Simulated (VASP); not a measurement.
Wanted: the native input for a VASP 6.6.1 run.

| Property | Result |
| --- | --- |
| Task | single point |
| Functional | PBE |
| Dispersion | D3(BJ) |
| Potentials or basis | VASP PAW PBE potentials, release 64 (Ag) |
| Cutoff | 520 eV |
| k mesh | 9 × 9 × 14 |
| Occupations | gaussian, width 0.1 eV |
| Spin | no spin polarisation |
| Dipole correction | no |
| Further INCAR settings | ALGO = Fast; EDIFF = 1e-06; NBANDS = 30 |

The structure of Ag lies in POSCAR:

```
Ag
1.0
    5.4610672655      0.0000000978     -0.0013601386
   -2.7305335481      4.7294230326      0.0013601385
   -1.3658913078      0.7885977143      2.4485637599
Ag
4
Direct
    0.0000000000      0.5000000000      0.0000000000
    0.5000000000      0.5000000000      0.0000000000
    0.0000000000      0.0000000000      0.0000000000
    0.5000000000      0.0000000000      0.0000000000
```

The input as run:

INCAR

```
  ALGO = Fast
  EDIFF = 1E-6
  ENCUT = 520
  GGA = PE
  ISIF = 2
  ISMEAR = 0
  IVDW = 12
  LASPH = True
  LCHARG = False
  LREAL = False
  LWAVE = False
  NBANDS = 30
  NELM = 100
  PREC = Accurate
  SIGMA = 0.1
```

KPOINTS

```
k-points
0
Gamma
  9 9 14
```

Potentials or basis: VASP PAW PBE potentials, release 64 (Ag).

Launch:

```console
$ cat potpaw_PBE.64/Ag/POTCAR > POTCAR
$ mpirun -np 1 vasp_std > vasp.out
```

It gave:

```
Pressure                   : 10.4 GPa
Band gap on the k mesh     : zero (band 22 reaches 12.48 eV, above the bottom of band 23 at 6.69 eV)
Dispersion energy per atom : -0.637 eV
```

Caveat: pairwise dispersion overbinds metals, which lowers pressure and volume.

It took 12 min on 1 thread of Oxide Virtual Turin-like Processor (shared host), peak memory 0.5 GiB.
